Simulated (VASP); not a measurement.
# GeSe3 (P6_3/mmc) in VASP: relaxation of cell and atoms with PBE

Aim: the relaxation of cell and atoms of GeSe3 with PBE.

Everything below comes from runs of VASP 6.6.1. Logs are shortened: lines on timing, memory, paths and dates and some standing lists are left out, and cuts for length are marked.

### Step 1. The cell of the first run

The structure is hexagonal, space group P6_3/mmc (No. 194). The conventional cell has a = 6.052 Å, b = 6.052 Å, c = 5.302 Å, α = 90.00°, β = 90.00°, γ = 120.00°. Ge (site symmetry -6m2) has 12 Se at 3.03 to 3.12 Å within 4.0 Å. Se (site symmetry mm2) has 8 Se at 2.83 to 3.24 Å and 4 Ge at 3.03 to 3.12 Å within 3.7 Å.

### Step 2. Relaxation of cell and atoms, PBE

The input, INCAR:

```
PREC     = Accurate       # precision mode
ENCUT    = 600            # plane-wave cutoff, eV
EDIFF    = 1E-6           # SCF threshold, eV
ISMEAR   = 0              # smearing method
SIGMA    = 0.1            # smearing width, eV
LREAL    = F              # projectors in reciprocal space
LASPH    = T              # aspherical terms in the spheres
NELM     = 100            # most SCF steps
ALGO     = Fast           # electronic algorithm
ISIF     = 3              # what is computed and relaxed
LWAVE    = F              # write WAVECAR
LCHARG   = F              # write CHGCAR
GGA      = PE             # functional
IBRION   = 2              # ionic algorithm
NSW      = 100            # ionic steps
EDIFFG   = -0.01          # ionic threshold
```

The input, KPOINTS:

```
regular mesh
0
Gamma
  6 6 8
```

The input, POSCAR:

```
GeSe3
1.0
    6.0523683759      0.0000000000      0.0000000000
   -3.0261841879      5.2415047666      0.0000000000
    0.0000000000      0.0000000000      5.3021781629
Ge Se
2 6
Direct
    0.3333333333      0.6666666667      0.2500000000
    0.6666666667      0.3333333333      0.7500000000
    0.8227190518      0.6454381035      0.2500000000
    0.1772809482      0.8227190518      0.7500000000
    0.3545618965      0.1772809482      0.2500000000
    0.1772809482      0.3545618965      0.7500000000
    0.8227190518      0.1772809482      0.2500000000
    0.6454381035      0.8227190518      0.7500000000
```

Potentials or basis: VASP PAW PBE potentials, release 64 (Ge_d, Se).

Launch:

```
cat potpaw_PBE.64/Ge_d/POTCAR potpaw_PBE.64/Se/POTCAR > POTCAR
mpirun -np 1 vasp_std > vasp.out
```

OUTCAR:

```text
PREC = Accurate
   ENCUT = 600
   EDIFF = 1E-6
   ISMEAR = 0
   LREAL = F
   LASPH = T
   NELM = 100
   ISIF = 3
   GGA = PE
   IBRION = 2
   NSW = 100
   EDIFFG = -0.01

 ion  position               nearest neighbor table
   1  0.333  0.667  0.250-
   2  0.667  0.333  0.750-
   3  0.823  0.645  0.250-
   4  0.177  0.823  0.750-
   5  0.355  0.177  0.250-
   6  0.177  0.355  0.750-
   7  0.823  0.177  0.250-
   8  0.645  0.823  0.750-

  LATTYP: Found a hexagonal cell.
 ALAT       =     6.0523683759
 C/A-ratio  =     0.8760501400

  Lattice vectors:

 A1 = (   6.0523683759,   0.0000000000,   0.0000000000)
 A2 = (  -3.0261841879,   5.2415047666,   0.0000000000)
 A3 = (   0.0000000000,   0.0000000000,   5.3021781629)

Analysis of symmetry for initial positions (statically):
=====================================================================
 Subroutine PRICEL returns:
 Original cell was already a primitive cell.

 Routine SETGRP: Setting up the symmetry group for a
 hexagonal supercell.

 Subroutine GETGRP returns: Found 24 space group operations
 (whereof 12 operations were pure point group operations)
 out of a pool of 24 trial point group operations.

The static configuration has the point symmetry D_3d.
 The point group associated with its full space group is D_6h.

Analysis of symmetry for dynamics (positions and initial velocities):
=====================================================================
 Subroutine PRICEL returns:
 Original cell was already a primitive cell.

 Routine SETGRP: Setting up the symmetry group for a
 hexagonal supercell.

 Subroutine GETGRP returns: Found 24 space group operations
 (whereof 12 operations were pure point group operations)
 out of a pool of 24 trial point group operations.

The dynamic configuration has the point symmetry D_3d.
 The point group associated with its full space group is D_6h.

 Subroutine INISYM returns: Found 24 space group operations
 (whereof 12 operations are pure point group operations),
 and found     1 'primitive' translations

----------------------------------------------------------------------------------------

                                     Primitive cell
[... 120 lines left out ...]
   IALGO  =     68    algorithm
   IMIX   =      4    mixing-type and parameters
     AMIX     =   0.40;   BMIX     =  1.00
     AMIX_MAG =   1.60;   BMIX_MAG =  1.00
  volume/ion in A,a.u.               =      21.03       141.89
  Fermi-wavevector in a.u.,A,eV,Ry     =   1.186287  2.241757 19.147149  1.407276
  Thomas-Fermi vector in A             =   2.322462
   LORBIT       =      0    0 simple, 1 ext, 2 COOP (PROOUT), +10 PAW based schemes
   GGA     = PE    functional components
   LHFCALC =     F    Hartree Fock is set to
   AEXX    =    0.0000 exact exchange contribution
   IVDW    =     0    specifies the selected vdW correction
   LEPSILON=     F    determine dielectric tensor
   LRPA    =     F    only Hartree local field effects (RPA)
 conjugate gradient relaxation of ions
 non-spin polarized calculation
 RMM-DIIS sequential band-by-band and
 Gauss-broadening in eV      SIGMA  =   0.10
  energy-cutoff  :      600.00
  volume of cell :      168.20
 maximum number of plane-waves:      5652
   NGX = 25   NGY = 25   NGZ = 21

--------------------------------------- Ionic step        1  -------------------------------------------

 number of electron      64.0000007 magnetization

 Free energy of the ion-electron system (eV)
  ---------------------------------------------------
  ext. energy  EPLUGINS =         0.00000000
  ---------------------------------------------------
  free energy    TOTEN  =       -26.67324998 eV

  energy without entropy =      -26.65813772  energy(sigma->0) =      -26.66569385

------------------------ aborting loop because EDIFF is reached ----------------------------------------

  FORCE on cell =-STRESS in cart. coord.  units (eV):
  Direction    XX          YY          ZZ          XY          YZ          ZX
  --------------------------------------------------------------------------------------
  -------------------------------------------------------------------------------------
  Total        0.5571028      0.5571028      1.3257270      0.0000000     -0.0000000      0.0000000
  in kB        5.3065253      5.3065253     12.6278387      0.0000000     -0.0000000      0.0000000
  external PRESSURE =       7.7469631 kB  Pullay stress =       0.0000000 kB
[... 107 lines left out ...]
  FREE ENERGIE OF THE ION-ELECTRON SYSTEM (eV)
  ---------------------------------------------------
  free  energy   TOTEN  =       -26.6819711114 eV

  energy  without entropy=      -26.6669973662  energy(sigma->0) =      -26.67448424

[... ionic steps 4 to 7 ...]

--------------------------------------- Ionic step        8  -------------------------------------------

 number of electron      64.0000024 magnetization

------------------------ aborting loop because EDIFF is reached ----------------------------------------
[... 79 lines left out ...]
--------------------------------------- Ionic step       10  -------------------------------------------

 number of electron      64.0000029 magnetization

 Free energy of the ion-electron system (eV)
  ---------------------------------------------------
  ext. energy  EPLUGINS =         0.00000000
  ---------------------------------------------------
  free energy    TOTEN  =       -26.68657650 eV

  energy without entropy =      -26.67341095  energy(sigma->0) =      -26.67999372

 E-fermi :   5.1477     XC(G=0): -10.3885

 val. band max:        5.1227211174   @ k =   0.1667   0.1667   0.0000
 cond. band min:       5.1670842631   @ k =   0.3333   0.0000   0.3750
 fundamental gap:      0.0443631457
 Fermi energy:         5.1476735811

 k-point     1 :       0.0000    0.0000    0.0000
  band No.  band energies     occupation
      1     -20.0776      2.00000
      2     -20.0753      2.00000
      3     -20.0695      2.00000
      4     -20.0695      2.00000
      5     -20.0680      2.00000
      6     -20.0680      2.00000
[... 973 lines left out ...]
     37       6.7402      0.00000
     38       6.9866      0.00000

 [... further k-points ...]

------------------------ aborting loop because EDIFF is reached ----------------------------------------

  FORCE on cell =-STRESS in cart. coord.  units (eV):
  Direction    XX          YY          ZZ          XY          YZ          ZX
  --------------------------------------------------------------------------------------
  -------------------------------------------------------------------------------------
  Total       -0.0233109     -0.0233109     -0.0334958     -0.0000000      0.0000000      0.0000000
  in kB       -0.2180873     -0.2180873     -0.3133730     -0.0000000      0.0000000      0.0000000
  external PRESSURE =      -0.2498492 kB  Pullay stress =       0.0000000 kB
[... 23 lines left out ...]
  FREE ENERGIE OF THE ION-ELECTRON SYSTEM (eV)
  ---------------------------------------------------
  free  energy   TOTEN  =       -26.6865764974 eV

  energy  without entropy=      -26.6734109518  energy(sigma->0) =      -26.67999372

 reached required accuracy - stopping structural energy minimisation
```

OSZICAR:

```text
N       E                     dE             d eps       ncg     rms          rms(c)
DAV:   1     0.691723116142E+03    0.69172E+03   -0.30979E+04  3384   0.313E+03
DAV:   2     0.968934638815E+02   -0.59483E+03   -0.57519E+03  2780   0.896E+02
DAV:   3    -0.173265820441E+02   -0.11422E+03   -0.10862E+03  3178   0.198E+02
[... 84 lines left out ...]
       N       E                     dE             d eps       ncg     rms          rms(c)
DAV:   1    -0.266865124440E+02   -0.30245E-04   -0.13635E-02  3198   0.437E-01    0.393E-02
RMM:   2    -0.266865699132E+02   -0.57469E-04   -0.67165E-04  3228   0.115E-01    0.109E-02
RMM:   3    -0.266865771838E+02   -0.72706E-05   -0.10515E-04  3116   0.430E-02    0.799E-03
RMM:   4    -0.266865764684E+02    0.71544E-06   -0.16263E-05  3091   0.158E-02    0.265E-03
RMM:   5    -0.266865764974E+02   -0.29037E-07   -0.36060E-06  2122   0.687E-03
  10 F= -.26686576E+02 E0= -.26679994E+02  d E =-.939290E-04
```

CONTCAR:

```text
GeSe3
   1.00000000000000
     6.0415537810062583   -0.0000000000001064    0.0000000000000000
    -3.0207768904533108    5.2321390526903864   -0.0000000000000000
    -0.0000000000000000    0.0000000000000000    5.4176589082934345
  Ge              Se
     2     6
Direct
     0.3333333332999970    0.6666666667000030    0.2500000000000000
     0.6666666667000030    0.3333333332999970    0.7500000000000000
     0.8223157709898027    0.6446315418796035    0.2500000000000000
     0.1776842290101973    0.8223157709898027    0.7500000000000000
     0.3553684581203965    0.1776842290101974    0.2500000000000000
     0.1776842290101974    0.3553684581203965    0.7500000000000000
     0.8223157709898027    0.1776842290101973    0.2500000000000000
     0.6446315418796035    0.8223157709898027    0.7500000000000000

  0.00000000E+00  0.00000000E+00  0.00000000E+00
  0.00000000E+00  0.00000000E+00  0.00000000E+00
  0.00000000E+00  0.00000000E+00  0.00000000E+00
  0.00000000E+00  0.00000000E+00  0.00000000E+00
  0.00000000E+00  0.00000000E+00  0.00000000E+00
  0.00000000E+00  0.00000000E+00  0.00000000E+00
  0.00000000E+00  0.00000000E+00  0.00000000E+00
  0.00000000E+00  0.00000000E+00  0.00000000E+00
```

It took 33 min on 1 thread of Oxide Virtual Turin-like, shared host; peak memory 0.43 GiB.

Results:

| Property | Result |
| --- | --- |
| Free energy | -26.6866 eV |
| Relaxed volume | 21.41 Å³/atom |
| Relaxed cell | a = 6.042 Å, b = 6.042 Å, c = 5.418 Å, α = 90.00°, β = 90.00°, γ = 120.00° |
| Space group after relaxing (to 0.1 Å) | P6_3/mmc (No. 194) |
| Energy gained by relaxing | 1.7 meV/atom |
| Ionic steps | 10 |
| Pressure after relaxing | 0.0 GPa |
| Largest force after relaxing | 0.005 eV/Å |
| Band gap on the k mesh | zero (bands 32 and 33 overlap by 2.15 eV) |

Forces in eV/Å, atoms in the order of the input:
```
Ge   0.000  0.000  0.000
Ge   0.000  0.000  0.000
Se   0.000  0.005  0.000
Se  -0.004  0.002  0.000
Se  -0.004 -0.002  0.000
Se   0.000 -0.005  0.000
Se   0.004 -0.002  0.000
Se   0.004  0.002  0.000
```

The path:
```tsv
step	energy change (eV)	largest force (eV/Å)	pressure (GPa)	volume (Å³)
1	0.0000	0.0541	0.77	168.20
2	-0.0086	0.0609	-0.10	170.69
3	-0.0087	0.0618	-0.17	170.98
4	-0.0118	0.0203	-0.03	170.97
5	-0.0127	0.0168	0.08	170.96
6	-0.0129	0.0147	-0.05	171.29
7	-0.0129	0.0144	-0.07	171.33
8	-0.0131	0.0145	-0.03	171.30
9	-0.0132	0.0152	0.01	171.23
10	-0.0133	0.0047	-0.02	171.25
```

Final structure:
```cif
data_structure
_symmetry_space_group_name_H-M 'P 1'
_symmetry_Int_Tables_number 1
_cell_length_a 6.0416
_cell_length_b 6.0416
_cell_length_c 5.4177
_cell_angle_alpha 90.000
_cell_angle_beta 90.000
_cell_angle_gamma 120.000
_cell_volume 171.25
loop_
_atom_site_label
_atom_site_type_symbol
_atom_site_fract_x
_atom_site_fract_y
_atom_site_fract_z
_atom_site_occupancy
Ge1 Ge 0.33333 0.66667 0.25000 1
Ge2 Ge 0.66667 0.33333 0.75000 1
Se1 Se 0.82232 0.64463 0.25000 1
Se2 Se 0.17768 0.82232 0.75000 1
Se3 Se 0.35537 0.17768 0.25000 1
Se4 Se 0.17768 0.35537 0.75000 1
Se5 Se 0.82232 0.17768 0.25000 1
Se6 Se 0.64463 0.82232 0.75000 1
```

Levels at points of the mesh, in eV from the Fermi level:
| k point | band 30 | band 31 | band 32 | band 33 | band 34 | band 35 |
| --- | --- | --- | --- | --- | --- | --- |
| (0.00, 0.00, 0.00) | -0.96 | -0.16 | 0.80 | 0.80 | 1.57 | 1.58 |
| (0.50, 0.00, 0.00) | -1.44 | -0.99 | -0.26 | -0.09 | 0.69 | 0.90 |
| (0.00, 0.00, 0.50) | -0.33 | 0.59 | 0.59 | 1.45 | 1.45 | 1.45 |
| (0.50, 0.00, 0.50) | -1.78 | -0.78 | -0.78 | 0.38 | 0.38 | 0.90 |

The gap in the log of VASP goes by the Fermi energy; the results here count the filled bands.